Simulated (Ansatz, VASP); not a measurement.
Ta in VASP and in Ansatz

```
CELL_PARAMETERS angstrom
2.90037 0.00000 0.00000
-1.45019 2.51180 0.00000
0.00000 0.00000 5.16627
ATOMIC_POSITIONS crystal
Ta 0.33333 0.66667 0.25000
Ta 0.66667 0.33333 0.75000
```

Alike in both runs: functional PBE; k mesh 8 × 8 × 4; occupations fermi-dirac, width 0.05 eV; non-collinear spin, spin-orbit coupling.

|  | VASP | Ansatz |
| --- | --- | --- |
| version | VASP 6.6.1 | Ansatz 0.2.0 |
| potentials or method | VASP PAW PBE potentials, release 64 (Ta_pv) | Ansatz PAW |
| plane-wave cutoff (eV) | 520 | 420 |
| valence electrons in the cell | 22 | 26 |
| task | single point | band structure |

|  | VASP | Ansatz | Ansatz less VASP |
| --- | --- | --- | --- |
| pressure (GPa) | -0.9 | -1.0 | -0.08 |
| traceless stress, the component that is largest in VASP (GPa) | -0.94 | -0.98 | -0.043 |

VASP's potentials hold 22 valence electrons a cell and Ansatz's 26, so a difference there can come from the potentials and not from the codes.
